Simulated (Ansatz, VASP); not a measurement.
## Two plane-wave programs on MgS

INCAR

```
  PREC = Accurate
  ENCUT = 520
  EDIFF = 1E-6
  ISMEAR = 0
  SIGMA = 0.02
  LREAL = False
  LASPH = True
  NELM = 100
  ALGO = Normal
  ISIF = 2
  LWAVE = False
  LCHARG = False
  GGA = PS
  NBANDS = 11
```

Contents of KPOINTS:

```
regular mesh
0
Gamma
  8 8 8
```

Contents of POSCAR:

```
MgS
1.0
   -0.0232327345      2.6288892755      2.6077118445
    2.6486878320     -0.0617891875      2.6462682975
    2.5678545665      2.5866124630      0.0190440780
Mg S
1 1
Direct
   -0.0808967386      0.0453654412      0.0174677608
    0.5808967386      0.4546345588      0.4825322392
```

Input for Ansatz:

```yaml
crystal:
  lattice:
    - [-0.0232327345, 2.6288892755, 2.6077118445]
    - [2.648687832, -0.0617891875, 2.6462682975]
    - [2.5678545665, 2.586612463, 0.019044078]
  atoms:
    - { symbol: Mg, position: [-0.0808967386, 0.0453654412, 0.0174677608] }
    - { symbol: S, position: [0.5808967386, 0.4546345588, 0.4825322392] }
basis:
  ecutwfc: 420
kpoints:
  mp_grid: { grid: [8, 8, 8] }
hamiltonian:
  xc: pbesol
scf:
  occupations: { method: gaussian, width: 0.02 }
output:
  forces: true
  stress: true
  eigenvalues: true
```

Change from the starting cell: all atoms moved at random, cell strained at random.

Alike in both runs: task single point; functional PBEsol; k mesh 8 × 8 × 8; occupations gaussian, width 0.02 eV; no spin polarisation.

|  | VASP | Ansatz |
| --- | --- | --- |
| version | VASP 6.6.1 | Ansatz 0.2.0 |
| potentials or method | VASP PAW PBE potentials, release 64 (Mg, S), cutoff 520 eV | scalar-relativistic, plane waves, PAW |
| valence electrons in the cell | 8 | 16 |

Ansatz gave:

| Property | Result |
| --- | --- |
| gap on the k mesh at the Fermi level (eV) | 2.53 |
| least direct gap on the mesh (eV) | 3.22 |
| pressure (GPa) | 4.8 |
| traceless stress, the component that is largest in VASP (GPa) | -5.76 |
| rms of the force components (eV/Å) | 0.825 |

Estimate VASP's values.

gap on the k mesh at the Fermi level (eV): 2.53; least direct gap on the mesh (eV): 3.22; pressure (GPa): 4.6; traceless stress, the component that is largest in VASP (GPa): -5.80; rms of the force components (eV/Å): 0.828.

VASP's potentials were made for PBE, not for PBEsol. Atom by atom the forces differ by 0.003 eV/Å (rms over components). VASP's potentials hold 8 valence electrons a cell and Ansatz's 16, so a difference there can come from the potentials and not from the codes.
